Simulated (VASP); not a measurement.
A run of VASP 6.6.1:

The input INCAR:

```
ALGO = Normal ; EDIFF = 1E-6
EDIFFG = -0.01 ; ENCUT = 600
IBRION = 2 ; ISIF = 4
ISMEAR = 0 ; LASPH = True
LCHARG = False ; LREAL = False
LWAVE = False ; NELM = 60
NSW = 50 ; PREC = Accurate
SIGMA = 0.01
```

KPOINTS

```
k-points
0
Gamma
  10 10 10
```

The input POSCAR:

```
Si
1.0
   -3.3339598441      3.3339598441      1.9272608793
    3.3339598441     -3.3339598441      1.9272608793
    3.3339598441      3.3339598441     -1.9272608793
Si
4
Direct
    0.1788433299      0.1788433299      0.3576866599
    0.8211566701      0.8211566701      0.6423133401
    0.1788433299      0.8211566701      0.0000000000
    0.8211566701      0.1788433299      0.0000000000
```

Potentials or basis: VASP PAW LDA potentials, release 64 (Si).

Launch:

```bash
$ cat potpaw_LDA.64/Si/POTCAR > POTCAR
$ mpirun -np 1 vasp_std > vasp.out
```

Hardware: 1 thread of AMD EPYC 9R45 96-Core Processor (Zen 5), with other jobs on the host.

Problem. How long does it take, and how much memory?

Solution. Run time: 2.9 min on 1 thread of AMD EPYC 9R45 96-Core Processor (Zen 5) (shared host), peak memory 0.23 GiB. Counts: scf iterations 31, k points 102, ion steps 5.
